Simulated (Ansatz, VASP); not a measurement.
**Zr2C3: VASP beside Ansatz**

INCAR

```
PREC = Accurate
ENCUT = 600
EDIFF = 1E-6
ISMEAR = 0
SIGMA = 0.1
LREAL = False
LASPH = True
NELM = 120
ALGO = Normal
ISIF = 2
LWAVE = False
LCHARG = True
GGA = PE
LELF = True
LVHAR = True
NBANDS = 26
GGA_COMPAT = False
```

File KPOINTS:

```
Automatic mesh
0
Gamma
  4 4 4
```

Contents of POSCAR:

```
Zr2C3
1.0
    3.8310019600      0.0000000000      0.0000000000
    0.0000000000      3.8310019600      0.0000000000
    0.0000000000      0.0000000000      5.4178549300
Zr C
2 3
Direct
    0.5000000000      0.0000000000      0.7500000000
    0.0000000000      0.5000000000      0.2500000000
    0.0000000000      0.0000000000      0.0000000000
    0.5000000000      0.5000000000      0.5000000000
    0.0000000000      0.0000000000      0.5000000000
```

Input for Ansatz:

```yaml
crystal:
  lattice:
    - [3.83100196, 0.0, 0.0]
    - [0.0, 3.83100196, 0.0]
    - [0.0, 0.0, 5.41785493]
  atoms:
    - { symbol: Zr, position: [0.5, 0.0, 0.75] }
    - { symbol: Zr, position: [0.0, 0.5, 0.25] }
    - { symbol: C, position: [0.0, 0.0, 0.0] }
    - { symbol: C, position: [0.5, 0.5, 0.5] }
    - { symbol: C, position: [0.0, 0.0, 0.5] }
basis:
  ecutwfc: 420
kpoints:
  mp_grid: { grid: [4, 4, 4] }
hamiltonian:
  xc: pbe
scf:
  occupations: { method: gaussian, width: 0.1 }
  lower_state_search: "off"
output:
  forces: true
  stress: true
  eigenvalues: true
```

Change from the starting cell: ordered vacancies on the anion sites of fluorite (P-4m2, No. 115).

Alike in both runs: task single point; functional PBE; k mesh 4 × 4 × 4; occupations gaussian, width 0.1 eV; no spin polarisation.

|  | VASP | Ansatz |
| --- | --- | --- |
| version | VASP 6.6.1 | Ansatz 0.2.0 |
| potentials or method | VASP PAW PBE potentials, release 64 (Zr_sv, C), cutoff 600 eV | scalar-relativistic, plane waves, PAW |
| valence electrons in the cell | 36 | 36 |

|  | VASP | Ansatz | Ansatz less VASP |
| --- | --- | --- | --- |
| gap on the k mesh at the Fermi level (eV) | none | none | - |
| pressure (GPa) | -13.2 | -13.2 | -0.06 |
| traceless stress, the component that is largest in VASP (GPa) | -0.30 | -0.29 | +0.007 |
| rms of the force components (eV/Å) | 0.355 | 0.357 | +0.0026 |

Atom by atom the forces differ by 0.003 eV/Å (rms over components). A gap of «none» marks a metal or a gap that the smearing closes. With one functional, cell and mesh, what is left measures potentials, basis and numerics.

The k mesh is coarse, so the values compare programs but aren't converged.
